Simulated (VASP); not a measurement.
# ScAl2 (Fd-3m) in VASP: a series of runs, part 2 of 2

VASP 6.6.1. The steps go on from the part before.

## (4) Single point, r2SCAN

File POSCAR:

```
ScAl2
1.0
    0.0000000000      3.7776526800      3.7776526800
    3.7776526800      0.0000000000      3.7776526800
    3.7776526800      3.7776526800      0.0000000000
Sc Al
2 4
Direct
    0.5000000000      0.5000000000      0.5000000000
    0.7500000013      0.7500000013      0.7500000013
    0.1250000000      0.1250000000      0.1250000000
    0.6250000000      0.1250000000      0.1250000000
    0.1250000000      0.6250000000      0.1250000000
    0.1250000000      0.1250000000      0.6250000000
```

File INCAR.step1:

```
PREC     = Accurate       # precision mode
ENCUT    = 520            # plane-wave cutoff, eV
ISMEAR   = -1             # smearing method
SIGMA    = 0.1            # smearing width, eV
LREAL    = F              # projectors in reciprocal space
LASPH    = T              # aspherical terms in the spheres
NELM     = 80             # most SCF steps
NBANDS   = 26             # bands
GGA      = PE             # functional
ALGO     = Normal         # electronic algorithm
EDIFF    = 1E-4           # SCF threshold, eV
LWAVE    = T              # write WAVECAR
LCHARG   = F              # write CHGCAR
```

File INCAR.step2:

```
PREC     = Accurate       # precision mode
ENCUT    = 520            # plane-wave cutoff, eV
EDIFF    = 1E-6           # SCF threshold, eV
ISMEAR   = -1             # smearing method
SIGMA    = 0.1            # smearing width, eV
LREAL    = F              # projectors in reciprocal space
LASPH    = T              # aspherical terms in the spheres
NELM     = 80             # most SCF steps
ALGO     = Normal         # electronic algorithm
ISIF     = 2              # what is computed and relaxed
LWAVE    = F              # write WAVECAR
LCHARG   = T              # write CHGCAR
METAGGA  = R2SCAN         # meta-GGA
LMIXTAU  = T            
LELF     = T              # ELF
LVHAR    = T            
NBANDS   = 26             # bands
ISTART   = 1
```

File KPOINTS:

```
Automatic mesh
0
Gamma
  7 7 7
```

Potentials or basis: VASP PAW PBE potentials, release 64 (Sc_sv, Al).

Run with:

```
cat potpaw_PBE.64/Sc_sv/POTCAR potpaw_PBE.64/Al/POTCAR > POTCAR
cp INCAR.step1 INCAR
mpirun -np 1 vasp_std > vasp.out
cp INCAR.step2 INCAR
mpirun -np 1 vasp_std > vasp.out
```

OUTCAR:

```text
PREC = Accurate
   ENCUT = 520
   EDIFF = 1E-6
   ISMEAR = -1
   LREAL = F
   LASPH = T
   NELM = 80
   ISIF = 2
   METAGGA = R2SCAN
   ISTART = 1

 ion  position               nearest neighbor table
   1  0.500  0.500  0.500-   5 3.13   6 3.13   4 3.13   6 3.13   4 3.13   5 3.13   3 3.13   3 3.13
                             3 3.13   4 3.13   5 3.13   6 3.13   2 3.27   2 3.27   2 3.27   2 3.27
   2  0.750  0.750  0.750-   4 3.13   5 3.13   6 3.13   3 3.13   3 3.13   3 3.13   4 3.13   4 3.13
                             6 3.13   5 3.13   5 3.13   6 3.13   1 3.27   1 3.27   1 3.27   1 3.27
[... 789 lines left out ...]
  Total        0.0567722      0.0567722      0.0567722     -0.0000000     -0.0000000      0.0000000
  in kB        0.8436266      0.8436266      0.8436266     -0.0000000     -0.0000000      0.0000000
  external PRESSURE =       0.8436266 kB  Pullay stress =       0.0000000 kB

 VOLUME and BASIS-vectors are now :
 -----------------------------------------------------------------------------
  energy-cutoff  :      520.00
  volume of cell :      107.82
      direct lattice vectors                 reciprocal lattice vectors
     0.000000000  3.777652680  3.777652680    -0.132357324  0.132357324  0.132357324
     3.777652680  0.000000000  3.777652680     0.132357324 -0.132357324  0.132357324
     3.777652680  3.777652680  0.000000000     0.132357324  0.132357324 -0.132357324

 POSITION                                       TOTAL-FORCE (eV/Angst)
 -----------------------------------------------------------------------------------
      3.77765      3.77765      3.77765        -0.000000     -0.000000     -0.000000
      5.66648      5.66648      5.66648         0.000000      0.000000      0.000000
      0.94441      0.94441      0.94441        -0.000000      0.000000     -0.000000
      0.94441      2.83324      2.83324        -0.000000      0.000000     -0.000000
      2.83324      0.94441      2.83324        -0.000000      0.000000      0.000000
      2.83324      2.83324      0.94441         0.000000     -0.000000     -0.000000
 -----------------------------------------------------------------------------------
    total drift:                                0.000001      0.000001      0.000003

  FREE ENERGIE OF THE ION-ELECTRON SYSTEM (eV)
  ---------------------------------------------------
  free  energy   TOTEN  =       -52.9640745326 eV

  energy  without entropy=      -52.8572724992  energy(sigma->0) =      -52.91067352
```

OSZICAR.step1:

```text
N       E                     dE             d eps       ncg     rms          rms(c)
DAV:   1     0.394653943651E+03    0.39465E+03   -0.14635E+04  1056   0.123E+03
DAV:   2     0.449698355624E+01   -0.39016E+03   -0.37768E+03  1328   0.458E+02
DAV:   3    -0.324447986152E+02   -0.36942E+02   -0.34923E+02  1726   0.139E+02
DAV:   4    -0.338146275903E+02   -0.13698E+01   -0.13080E+01  1688   0.241E+01
DAV:   5    -0.338467601485E+02   -0.32133E-01   -0.32036E-01  1704   0.376E+00    0.101E+01
DAV:   6    -0.305256224575E+02    0.33211E+01   -0.15358E+01  1716   0.283E+01    0.314E+00
DAV:   7    -0.304875258793E+02    0.38097E-01   -0.72855E-01  1720   0.655E+00    0.197E+00
DAV:   8    -0.304411264085E+02    0.46399E-01   -0.95710E-02  1606   0.254E+00    0.445E-01
DAV:   9    -0.304394439385E+02    0.16825E-02   -0.13821E-02  1688   0.116E+00    0.174E-01
DAV:  10    -0.304392653344E+02    0.17860E-03   -0.10276E-03  1622   0.256E-01    0.482E-02
DAV:  11    -0.304392656629E+02   -0.32852E-06   -0.13204E-04  1050   0.111E-01
   1 F= -.30439266E+02 E0= -.30380952E+02  d E =-.116627E+00
```

Wall time 3.9 min (1 thread of AMD EPYC 7R13 (Zen 3), shared host); peak memory 0.24 GiB.

Results:

| Item | Value |
| --- | --- |
| Free energy | -52.9641 eV |
| Pressure | 0.1 GPa |
| Band gap on the k mesh | zero (bands 17 and 18 overlap by 2.42 eV) |

Caveat: the PAW data sets were made with another functional, which shifts forces and pressure a little.

## (5) Overview

| k mesh | gap on the mesh (eV) | pressure (GPa) |
| --- | --- | --- |
| 4 × 4 × 4 | none | 0.2 |
| 5 × 5 × 5 | none | 0.0 |
| 7 × 7 × 7 | none | 0.1 |

Alike in all rows: task single point; level r2SCAN; potentials or basis VASP PAW PBE potentials, release 64 (Sc_sv, Al); no spin polarisation; cell as given; cutoff (eV) 520; smearing fermi-dirac 0.1 eV.

Caveats: some runs use coarse meshes; the PAW data sets were made with another functional, which shifts forces and pressure a little.

Total energies depend on the potentials used, so only differences within one code and one set of settings carry meaning.
